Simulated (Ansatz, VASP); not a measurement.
One calculation of MgSi2N2, two programs

```
Mg Si N
1.0
     3.03831    1.75417    2.38123
    -3.03831    1.75417    2.38123
     0.00000   -3.50834    2.38123
Mg Si N
1 2 2
Direct
  0.00000 0.00000 0.00000
  0.59840 0.59840 0.59840
  0.40160 0.40160 0.40160
  0.24748 0.24748 0.24748
  0.75252 0.75252 0.75252
```

Alike in both runs: task relaxation of cell and atoms; functional PBE; k mesh 6 × 6 × 6; occupations gaussian, width 0.1 eV; no spin polarisation.

```csv
,VASP,Ansatz
version,VASP 6.6.1,Ansatz 0.2.0
potentials or method,"VASP PAW PBE potentials, release 64 (Mg_sv, Si, N), cutoff 750 eV","scalar-relativistic, plane waves, PAW"
valence electrons in the cell,28,28
```

```tsv
	VASP	Ansatz	Ansatz less VASP
gap on the k mesh at the Fermi level, each at its own relaxed structure (eV)	1.04	1.64	+0.592
relaxed volume (Å³/atom)	18.96	20.72	+1.763
relaxed length of the cell vector where the two differ most in proportion (Å)	4.703	4.841	+0.1383
```

Noted on VASP's run: the volume moved by over 15 % at a fixed basis, so the end points are rough.
